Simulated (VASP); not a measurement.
Wanted: the native input for a VASP 6.6.1 run.

* Task: single point
* Functional: PBE0
* Potentials or basis: VASP PAW PBE potentials, release 64 (Ba_sv, Te)
* Cutoff: 520 eV
* k mesh: 4 × 4 × 4
* Occupations: fermi-dirac, width 0.05 eV
* Spin: no spin polarisation
* Dipole correction: no
* Grid for exact exchange (PRECFOCK): Normal
* Further INCAR settings: ALGO = Normal; EDIFF = 1e-06; NBANDS = 15
* Share of exact exchange: 0.25

BaTe:

```
Ba Te
1.0
     0.00000    3.43258    3.43258
     3.43258    0.00000    3.43258
     3.43258    3.43258    0.00000
Ba Te
1 1
Direct
  0.00000 0.00000 0.00000
  0.50000 0.50000 0.50000
```

These files were run (other wordings do the same):

POSCAR

```
BaTe
1.0
    0.0000000000      3.4325834396      3.4325834396
    3.4325834396      0.0000000000      3.4325834396
    3.4325834396      3.4325834396      0.0000000000
Ba Te
1 1
Direct
    0.0000000000      0.0000000000      0.0000000000
    0.5000000000      0.5000000000      0.5000000000
```

INCAR.step1

```
  PREC = Accurate
  ENCUT = 520
  EDIFF = 1E-5
  ISMEAR = -1
  SIGMA = 0.05
  LREAL = F
  LASPH = T
  NELM = 100
  ALGO = Normal
  ISIF = 2
  LWAVE = T
  LCHARG = F
  NBANDS = 15
  GGA = PE
```

INCAR.step2

```
  PREC = Accurate
  ENCUT = 520
  EDIFF = 1E-6
  ISMEAR = -1
  SIGMA = 0.05
  LREAL = F
  LASPH = T
  NELM = 100
  ALGO = Normal
  ISIF = 2
  LWAVE = F
  LCHARG = F
  GGA = PE
  LHFCALC = T
  AEXX = 0.25
  PRECFOCK = Normal
  NBANDS = 15
  ISTART = 1
```

KPOINTS

```
regular mesh
0
Gamma
  4 4 4
```

Potentials or basis: VASP PAW PBE potentials, release 64 (Ba_sv, Te).

Command:

```sh
$ cat potpaw_PBE.64/Ba_sv/POTCAR potpaw_PBE.64/Te/POTCAR > POTCAR
$ cp INCAR.step1 INCAR
$ mpirun -np 1 vasp_std > vasp.out
$ cp INCAR.step2 INCAR
$ mpirun -np 1 vasp_std > vasp.out
```

Results of the run:

- Pressure: 3.0 GPa
- Band gap on the k mesh: 2.77 eV (least direct gap 3.21 eV)

Caveat: the cell stands under pressure; the PAW data sets were made with another functional, which shifts forces and pressure a little; spin-orbit coupling is left out, which moves the levels of the heavy elements.

Run time: 16 min on 1 thread of Intel Xeon 8259CL (shared host), peak memory 0.22 GiB.
